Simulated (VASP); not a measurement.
# Cu (Fm-3m) in VASP: a series of runs

Aim: see how the results for Cu move with the level of theory and the settings. Levels: r2SCAN50, r2SCAN0. Tasks: single point.

All numbers are computed with VASP 6.6.1; they aren't measurements. Logs are shortened: lines on timing, memory, paths and dates and some standing lists are left out, and cuts for length are marked.

**1. The cell of the first run**

The structure is cubic, space group Fm-3m (No. 225). Conventional cell: a = 3.639 Å, b = 3.639 Å, c = 3.639 Å, α = 90.00°, β = 90.00°, γ = 90.00°. Within 3.4 Å of Cu (site symmetry m-3m) lie 12 Cu at 2.57 Å.

**2. Single point, r2SCAN50**

File POSCAR:

```
Cu
1.0
    0.0000000000      1.8194705475      1.8194705475
    1.8194705475      0.0000000000      1.8194705475
    1.8194705475      1.8194705475      0.0000000000
Cu
1
Direct
    0.0000000000      0.0000000000      0.0000000000
```

File INCAR.step1:

```
ALGO     = Normal         # electronic algorithm
EDIFF    = 1E-5           # SCF threshold, eV
ENCUT    = 580            # plane-wave cutoff, eV
GGA      = PE             # functional
GGA_COMPAT= False        
ISIF     = 2              # what is computed and relaxed
ISMEAR   = -1             # smearing method
LASPH    = True           # aspherical terms in the spheres
LCHARG   = False          # write CHGCAR
LREAL    = False          # projectors in reciprocal space
LWAVE    = True           # write WAVECAR
NBANDS   = 12             # bands
NELM     = 120            # most SCF steps
PREC     = Accurate       # precision mode
SIGMA    = 0.05           # smearing width, eV
```

File INCAR.step2:

```
AEXX     = 0.5            # exact-exchange fraction
ALGO     = Normal         # electronic algorithm
EDIFF    = 1E-6           # SCF threshold, eV
ENCUT    = 580            # plane-wave cutoff, eV
GGA_COMPAT= False        
ISIF     = 2              # what is computed and relaxed
ISMEAR   = -1             # smearing method
ISTART   = 1            
LASPH    = True           # aspherical terms in the spheres
LCHARG   = False          # write CHGCAR
LHFCALC  = True           # exact exchange
LMIXTAU  = True         
LREAL    = False          # projectors in reciprocal space
LWAVE    = False          # write WAVECAR
METAGGA  = R2SCAN         # meta-GGA
NBANDS   = 12             # bands
NELM     = 120            # most SCF steps
PREC     = Accurate       # precision mode
PRECFOCK = Normal       
SIGMA    = 0.05           # smearing width, eV
```

File KPOINTS:

```
k-points
0
Gamma
  7 7 7
```

Potentials or basis: VASP PAW PBE potentials, release 64 (Cu).

Run with:

```bash
> cat potpaw_PBE.64/Cu/POTCAR > POTCAR
> cp INCAR.step1 INCAR
> mpirun -np 1 vasp_std > vasp.out
> cp INCAR.step2 INCAR
> mpirun -np 1 vasp_std > vasp.out
```

OUTCAR:

```text
AEXX = 0.5
   EDIFF = 1E-6
   ENCUT = 580
   ISIF = 2
   ISMEAR = -1
   ISTART = 1
   LASPH = True
   LHFCALC = True
   LREAL = False
   METAGGA = R2SCAN
   NELM = 120
   PREC = Accurate
   PRECFOCK = Normal

 ion  position               nearest neighbor table
   1  0.000  0.000  0.000-

  LATTYP: Found a face centered cubic cell.
 ALAT       =     3.6389410950

  Lattice vectors:

 A1 = (   0.0000000000,   1.8194705475,   1.8194705475)
 A2 = (   1.8194705475,   0.0000000000,   1.8194705475)
 A3 = (   1.8194705475,   1.8194705475,   0.0000000000)

Analysis of symmetry for initial positions (statically):
=====================================================================
 Subroutine PRICEL returns:
 Original cell was already a primitive cell.

 Routine SETGRP: Setting up the symmetry group for a
 face centered cubic supercell.

 Subroutine GETGRP returns: Found 48 space group operations
 (whereof 48 operations were pure point group operations)
 out of a pool of 48 trial point group operations.

The static configuration has the point symmetry O_h .

Analysis of symmetry for dynamics (positions and initial velocities):
=====================================================================
 Subroutine PRICEL returns:
 Original cell was already a primitive cell.

 Routine SETGRP: Setting up the symmetry group for a
 face centered cubic supercell.

 Subroutine GETGRP returns: Found 48 space group operations
 (whereof 48 operations were pure point group operations)
 out of a pool of 48 trial point group operations.

The dynamic configuration has the point symmetry O_h .

 Subroutine INISYM returns: Found 48 space group operations
 (whereof 48 operations are pure point group operations),
 and found     1 'primitive' translations

----------------------------------------------------------------------------------------

                                     Primitive cell

  volume of cell :      12.0466

  direct lattice vectors                    reciprocal lattice vectors
     0.000000000  1.819470547  1.819470547    -0.274805218  0.274805218  0.274805218
     1.819470547  0.000000000  1.819470547     0.274805218 -0.274805218  0.274805218
     1.819470547  1.819470547  0.000000000     0.274805218  0.274805218 -0.274805218

  length of vectors
     2.573119925  2.573119925  2.573119925     0.475976599  0.475976599  0.475976599

  position of ions in fractional coordinates (direct lattice)
     0.000000000  0.000000000  0.000000000

[... 86 lines left out ...]
   EFERMI_NEDOS =   21; number of points for ismear=-14 and -15
   IALGO  =     38    algorithm
   IMIX   =      1    mixing-type and parameters
     AMIX     =   0.40;   BMIX     =  1.00
     AMIX_MAG =   1.60;   BMIX_MAG =  1.00
  volume/ion in A,a.u.               =      12.05        81.29
  Fermi-wavevector in a.u.,A,eV,Ry     =   1.588245  3.001347 34.320977  2.522521
  Thomas-Fermi vector in A             =   2.687278
   LORBIT       =      0    0 simple, 1 ext, 2 COOP (PROOUT), +10 PAW based schemes
   METAGGA = R2SCAN    functional components
   LHFCALC =     T    Hartree Fock is set to
   PRECFOCK=normal    Normal, Fast or Accurate (Low or Medium for compatibility)
   ENCUT4O =  -1.0   cutoff for four orbital integrals eV
   NKREDX  =     1    reduce k-point grid by
   NKREDY  =     1    reduce k-point grid by
   NKREDZ  =     1    reduce k-point grid by
   AEXX    =    0.5000 exact exchange contribution
   HFSCREEN=    0.0000 screening length (either q_TF or 0.3 A-1)
   HFSCREENC=   0.0000 screening length for correlation (either q_TF or 0.3 A-1)
   ENCUTFOCK=  -1.0 apply spherical cutoff to Coloumb kernel
   IVDW    =     0    specifies the selected vdW correction
   LEPSILON=     F    determine dielectric tensor
   LRPA    =     F    only Hartree local field effects (RPA)
 non-spin polarized calculation
  energy-cutoff  :      580.00
  volume of cell :       12.05
 maximum number of plane-waves:       388
  NGX = 16; NGY = 16; NGZ = 16

 number of electron      10.9999995 magnetization

 Free energy of the ion-electron system (eV)
  ---------------------------------------------------
  ext. energy  EPLUGINS =         0.00000000
  ---------------------------------------------------
  free energy    TOTEN  =        -8.13196298 eV

  energy without entropy =       -8.13077475  energy(sigma->0) =       -8.13136886

 E-fermi :   7.6372     XC(G=0):  -7.3500

 val. band max:        5.1408741142   @ k =   0.4286   0.2857   0.0000
 cond. band min:       7.6539753189   @ k =   0.4286   0.4286   0.0000
 fundamental gap:      2.5131012047
 Fermi energy:         7.6371505337

 k-point     1 :       0.0000    0.0000    0.0000
  band No.  band energies     occupation
      1      -5.2321      2.00000
      2      -0.0111      2.00000
      3      -0.0111      2.00000
      4      -0.0111      2.00000
      5       0.7815      2.00000
      6       0.7815      2.00000
      7      32.6346      0.00000
      8      36.0375      0.00000
      9      36.0375      0.00000
     10      36.0375      0.00000
     11      38.8247      0.00000
     12      38.8247      0.00000
[... 271 lines left out ...]
 k-point    20 :      -0.2857    0.4286    0.1429
  band No.  band energies     occupation
      1      -1.1428      2.00000
      2      -0.6981      2.00000
      3      -0.0553      2.00000
      4       0.8623      2.00000
      5       1.7443      2.00000
      6      14.1922      0.00000
      7      14.8046      0.00000
      8      18.0892      0.00000
      9      21.8392      0.00000
     10      34.9946      0.00000
     11      41.4508      0.00000
     12      41.9513      0.00000

------------------------ aborting loop because EDIFF is reached ----------------------------------------

  FORCE on cell =-STRESS in cart. coord.  units (eV):
  Direction    XX          YY          ZZ          XY          YZ          ZX
  --------------------------------------------------------------------------------------
  -------------------------------------------------------------------------------------
  Total       -0.1092301     -0.1092301     -0.1092301      0.0000000      0.0000000      0.0000000
  in kB      -14.5274009    -14.5274009    -14.5274009      0.0000000      0.0000000      0.0000000
  external PRESSURE =     -14.5274009 kB  Pullay stress =       0.0000000 kB

 VOLUME and BASIS-vectors are now :
 -----------------------------------------------------------------------------
  energy-cutoff  :      580.00
  volume of cell :       12.05
      direct lattice vectors                 reciprocal lattice vectors
     0.000000000  1.819470547  1.819470547    -0.274805218  0.274805218  0.274805218
     1.819470547  0.000000000  1.819470547     0.274805218 -0.274805218  0.274805218
     1.819470547  1.819470547  0.000000000     0.274805218  0.274805218 -0.274805218

 POSITION                                       TOTAL-FORCE (eV/Angst)
 -----------------------------------------------------------------------------------
      0.00000      0.00000      0.00000         0.000000      0.000000      0.000000
 -----------------------------------------------------------------------------------
    total drift:                                0.000000     -0.000000     -0.000000

  FREE ENERGIE OF THE ION-ELECTRON SYSTEM (eV)
  ---------------------------------------------------
  free  energy   TOTEN  =        -8.1319629794 eV

  energy  without entropy=       -8.1307747452  energy(sigma->0) =       -8.13136886
```

OSZICAR.step1:

```text
N       E                     dE             d eps       ncg     rms          rms(c)
DAV:   1     0.456819154080E+02    0.45682E+02   -0.55118E+03   528   0.162E+03
DAV:   2    -0.291532729735E+01   -0.48597E+02   -0.44278E+02   504   0.215E+02
DAV:   3    -0.464098575344E+01   -0.17257E+01   -0.17110E+01   584   0.444E+01
DAV:   4    -0.465168672668E+01   -0.10701E-01   -0.10700E-01   556   0.318E+00
DAV:   5    -0.465178070339E+01   -0.93977E-04   -0.93973E-04   576   0.304E-01    0.765E+00
DAV:   6    -0.416863546988E+01    0.48315E+00   -0.14847E+01   564   0.728E+01    0.404E+00
DAV:   7    -0.377995487993E+01    0.38868E+00   -0.23547E+00   576   0.293E+01    0.518E-01
DAV:   8    -0.377094524702E+01    0.90096E-02   -0.64415E-03   592   0.153E+00    0.357E-01
DAV:   9    -0.376873447348E+01    0.22108E-02   -0.14136E-02   596   0.208E+00    0.337E-02
DAV:  10    -0.376873096932E+01    0.35042E-05   -0.58830E-05   572   0.133E-01
   1 F= -.37687310E+01 E0= -.37681322E+01  d E =-.119755E-02
```

Wall time 9.1 min (1 thread of Intel Xeon Platinum 8559C (Emerald Rapids), shared host); peak memory 0.13 GiB.

What came out:

```yaml
Free_energy: -8.1320 eV
Pressure: -1.5 GPa
Band_gap_on_the_k_mesh: zero (an odd number of electrons rules out a gap without spin polarisation)
```

Caveat: the k points lie up to 0.43 Å⁻¹ apart, too coarse for converged energies and pressures of a metal; the PAW data sets were made with another functional, which shifts forces and pressure a little.

**3. Single point, r2SCAN50**

This run uses another cell than the first one, of 12.28 Å³/atom.

File POSCAR:

```
Cu
1.0
    0.0000000000      1.8312856224      1.8312856224
    1.8312856224      0.0000000000      1.8312856224
    1.8312856224      1.8312856224      0.0000000000
Cu
1
Direct
    0.0000000000      0.0000000000      0.0000000000
```

File INCAR.step1:

```
  ALGO = Normal
  EDIFF = 1E-5
  ENCUT = 580
  GGA = PE
  GGA_COMPAT = F
  ISIF = 2
  ISMEAR = -1
  LASPH = T
  LCHARG = F
  LREAL = F
  LWAVE = T
  NBANDS = 12
  NELM = 120
  PREC = Accurate
  SIGMA = 0.05
```

File INCAR.step2:

```
  AEXX = 0.5
  ALGO = Normal
  EDIFF = 1E-6
  ENCUT = 580
  GGA_COMPAT = F
  ISIF = 2
  ISMEAR = -1
  ISTART = 1
  LASPH = T
  LCHARG = F
  LHFCALC = T
  LMIXTAU = T
  LREAL = F
  LWAVE = F
  METAGGA = R2SCAN
  NBANDS = 12
  NELM = 120
  PREC = Accurate
  PRECFOCK = Normal
  SIGMA = 0.05
```

KPOINTS is that of step 2.

Potentials or basis: VASP PAW PBE potentials, release 64 (Cu).

Run with:

```bash
> cat potpaw_PBE.64/Cu/POTCAR > POTCAR
> cp INCAR.step1 INCAR
> mpirun -np 1 vasp_std > vasp.out
> cp INCAR.step2 INCAR
> mpirun -np 1 vasp_std > vasp.out
```

Wall time 8.9 min (1 thread of Intel Xeon Platinum 8559C (Emerald Rapids), shared host); peak memory 0.13 GiB.

It converged, with:

* Free energy: -8.1287 eV
* Pressure: -3.6 GPa
* Band gap on the k mesh: zero (an odd number of electrons rules out a gap without spin polarisation)

Levels at points of the mesh, in eV from the Fermi level:
```csv
k point,band 3,band 4,band 5,band 6,band 7,band 8,band 9,band 10
"(0.00, 0.00, 0.00)",-7.60,-7.60,-6.83,-6.83,24.79,28.05,28.05,28.05
```

Caveat: the k points lie up to 0.42 Å⁻¹ apart, too coarse for converged energies and pressures of a metal; the PAW data sets were made with another functional, which shifts forces and pressure a little.

**4. Single point, r2SCAN0**

This run uses another cell than the first one, of 11.81 Å³/atom.

File POSCAR:

```
Cu
1.0
    0.0000000000      1.8075000000      1.8075000000
    1.8075000000      0.0000000000      1.8075000000
    1.8075000000      1.8075000000      0.0000000000
Cu
1
Direct
    0.0000000000      0.0000000000      0.0000000000
```

File INCAR.step1:

```
ALGO     = Normal         # electronic algorithm
EDIFF    = 1E-5           # SCF threshold, eV
ENCUT    = 520            # plane-wave cutoff, eV
GGA      = PE             # functional
ISIF     = 2              # what is computed and relaxed
ISMEAR   = -1             # smearing method
LASPH    = T              # aspherical terms in the spheres
LCHARG   = F              # write CHGCAR
LREAL    = F              # projectors in reciprocal space
LWAVE    = T              # write WAVECAR
NBANDS   = 12             # bands
NELM     = 80             # most SCF steps
PREC     = Accurate       # precision mode
SIGMA    = 0.05           # smearing width, eV
```

File INCAR.step2:

```
AEXX     = 0.25           # exact-exchange fraction
ALGO     = Normal         # electronic algorithm
EDIFF    = 1E-7           # SCF threshold, eV
ENCUT    = 520            # plane-wave cutoff, eV
ISIF     = 2              # what is computed and relaxed
ISMEAR   = -1             # smearing method
ISTART   = 1            
LASPH    = T              # aspherical terms in the spheres
LCHARG   = F              # write CHGCAR
LHFCALC  = T              # exact exchange
LMIXTAU  = T            
LREAL    = F              # projectors in reciprocal space
LWAVE    = F              # write WAVECAR
METAGGA  = R2SCAN         # meta-GGA
NBANDS   = 12             # bands
NELM     = 80             # most SCF steps
PREC     = Accurate       # precision mode
PRECFOCK = Normal       
SIGMA    = 0.05           # smearing width, eV
```

KPOINTS is that of step 3.

Potentials or basis: VASP PAW PBE potentials, release 64 (Cu).

Run with:

```bash
> cat potpaw_PBE.64/Cu/POTCAR > POTCAR
> cp INCAR.step1 INCAR
> mpirun -np 1 vasp_std > vasp.out
> cp INCAR.step2 INCAR
> mpirun -np 1 vasp_std > vasp.out
```

OUTCAR:

```text
AEXX = 0.25
   EDIFF = 1E-7
   ENCUT = 520
   ISIF = 2
   ISMEAR = -1
   ISTART = 1
   LASPH = T
   LHFCALC = T
   LREAL = F
   METAGGA = R2SCAN
   NELM = 80
   PREC = Accurate
   PRECFOCK = Normal

 ion  position               nearest neighbor table
   1  0.000  0.000  0.000-

  LATTYP: Found a face centered cubic cell.
 ALAT       =     3.6150000000

  Lattice vectors:

 A1 = (   0.0000000000,   1.8075000000,   1.8075000000)
[... 480 lines left out ...]
     10      34.1188      0.00000
     11      40.6408      0.00000
     12      41.1170      0.00000

------------------------ aborting loop because EDIFF is reached ----------------------------------------

  FORCE on cell =-STRESS in cart. coord.  units (eV):
  Direction    XX          YY          ZZ          XY          YZ          ZX
  --------------------------------------------------------------------------------------
  -------------------------------------------------------------------------------------
  Total       -0.1477308     -0.1477308     -0.1477308     -0.0000000     -0.0000000      0.0000000
  in kB      -20.0408768    -20.0408768    -20.0408768     -0.0000000     -0.0000000      0.0000000
  external PRESSURE =     -20.0408768 kB  Pullay stress =       0.0000000 kB

 VOLUME and BASIS-vectors are now :
 -----------------------------------------------------------------------------
  energy-cutoff  :      520.00
  volume of cell :       11.81
      direct lattice vectors                 reciprocal lattice vectors
     0.000000000  1.807500000  1.807500000    -0.276625173  0.276625173  0.276625173
     1.807500000  0.000000000  1.807500000     0.276625173 -0.276625173  0.276625173
     1.807500000  1.807500000  0.000000000     0.276625173  0.276625173 -0.276625173

 POSITION                                       TOTAL-FORCE (eV/Angst)
 -----------------------------------------------------------------------------------
      0.00000      0.00000      0.00000         0.000000     -0.000000      0.000000
 -----------------------------------------------------------------------------------
    total drift:                                0.000000      0.000000     -0.000000

  FREE ENERGIE OF THE ION-ELECTRON SYSTEM (eV)
  ---------------------------------------------------
  free  energy   TOTEN  =        -9.4195699208 eV

  energy  without entropy=       -9.4183804737  energy(sigma->0) =       -9.41897520
```

OUTCAR.step1:

```text
EDIFF = 1E-5
   ENCUT = 520
   GGA = PE
   ISIF = 2
   ISMEAR = -1
   LASPH = T
[... 507 lines left out ...]

 POSITION                                       TOTAL-FORCE (eV/Angst)
 -----------------------------------------------------------------------------------
      0.00000      0.00000      0.00000         0.000000      0.000000      0.000000
 -----------------------------------------------------------------------------------
    total drift:                                0.000000     -0.000000      0.000000

  FREE ENERGIE OF THE ION-ELECTRON SYSTEM (eV)
  ---------------------------------------------------
  free  energy   TOTEN  =        -3.7675030857 eV

  energy  without entropy=       -3.7663075164  energy(sigma->0) =       -3.76690530
```

It took 19 min on 1 thread of Intel Xeon Platinum 8259CL at 2.50GHz (Skylake/Cascade Lake), shared host; peak memory 0.14 GiB.

What came out:

- Free energy: -9.4196 eV
- Pressure: -2.0 GPa
- Band gap on the k mesh: zero (an odd number of electrons rules out a gap without spin polarisation)

Levels at points of the mesh, in eV from the Fermi level:
```tsv
k point	band 2	band 3	band 4	band 5	band 6	band 7	band 8	band 9	band 10	band 11
(0.00, 0.00, 0.00)	-5.44	-5.44	-5.44	-4.63	-4.63	24.21	27.51	27.51	27.51	30.12
```

Caveat: the k points lie up to 0.43 Å⁻¹ apart, too coarse for converged energies and pressures of a metal; the PAW data sets were made with another functional, which shifts forces and pressure a little.

**5. Single point, r2SCAN0**

File POSCAR:

```
Cu
1.0
    0.0000000000      1.8194705475      1.8194705475
    1.8194705475      0.0000000000      1.8194705475
    1.8194705475      1.8194705475      0.0000000000
Cu
1
Direct
    0.0000000000      0.0000000000      0.0000000000
```

File INCAR.step1:

```
SYSTEM = Cu
PREC = Accurate
ENCUT = 520
EDIFF = 1E-5
ISMEAR = -1
SIGMA = 0.05
LREAL = .False.
LASPH = .True.
NELM = 80
ALGO = Normal
ISIF = 2
LWAVE = .True.
LCHARG = .False.
NBANDS = 12
GGA = PE
```

File INCAR.step2:

```
SYSTEM = Cu
PREC = Accurate
ENCUT = 520
EDIFF = 1E-6
ISMEAR = -1
SIGMA = 0.05
LREAL = .False.
LASPH = .True.
NELM = 80
ALGO = Normal
ISIF = 2
LWAVE = .False.
LCHARG = .False.
METAGGA = R2SCAN
LHFCALC = .True.
AEXX = 0.25
LMIXTAU = .True.
PRECFOCK = Normal
NBANDS = 12
ISTART = 1
```

File KPOINTS:

```
Automatic mesh
0
Gamma
  7 7 7
  0 0 0
```

Run with:

```bash
> cat potpaw_PBE.64/Cu/POTCAR > POTCAR
> cp INCAR.step1 INCAR
> mpirun -np 1 vasp_std > vasp.out
> cp INCAR.step2 INCAR
> mpirun -np 1 vasp_std > vasp.out
```

Run time: 14 min. Hardware: 1 thread of Intel Xeon Platinum 8259CL at 2.50GHz (Skylake/Cascade Lake), shared host; peak memory 0.14 GiB.

It converged, with:

* Free energy: -9.4150 eV
* Pressure: -4.7 GPa
* Band gap on the k mesh: zero (an odd number of electrons rules out a gap without spin polarisation)

Levels at points of the mesh, in eV from the Fermi level:
```tsv
k point	band 3	band 4	band 5	band 6	band 7	band 8	band 9	band 10
(0.00, 0.00, 0.00)	-5.39	-5.39	-4.60	-4.60	24.01	27.17	27.17	27.17
```

Caveat: the k points lie up to 0.43 Å⁻¹ apart, too coarse for converged energies and pressures of a metal; the PAW data sets were made with another functional, which shifts forces and pressure a little.

**6. Summary**

```tsv
level	cell	cutoff (eV)	share of exact exchange	gap on the mesh (eV)	pressure (GPa)
r2SCAN50	a = 2.573 Å, angles 60.0°, 1 atom	580	0.5	none	-1.5
r2SCAN50	a = 2.590 Å, angles 60.0°, 1 atom	580	0.5	none	-3.6
r2SCAN0	a = 2.556 Å, angles 60.0°, 1 atom	520	0.25	none	-2.0
r2SCAN0	a = 2.573 Å, angles 60.0°, 1 atom	520	0.25	none	-4.7
```

Alike in all rows: task single point; potentials or basis VASP PAW PBE potentials, release 64 (Cu); no spin polarisation; k mesh 7 × 7 × 7; smearing fermi-dirac 0.05 eV.

Caveats: all runs use coarse meshes; the PAW data sets were made with another functional, which shifts forces and pressure a little.

Absolute energies hang on the potentials; compare differences alone.

The gap in the log of VASP goes by the Fermi energy; the results here count the filled bands.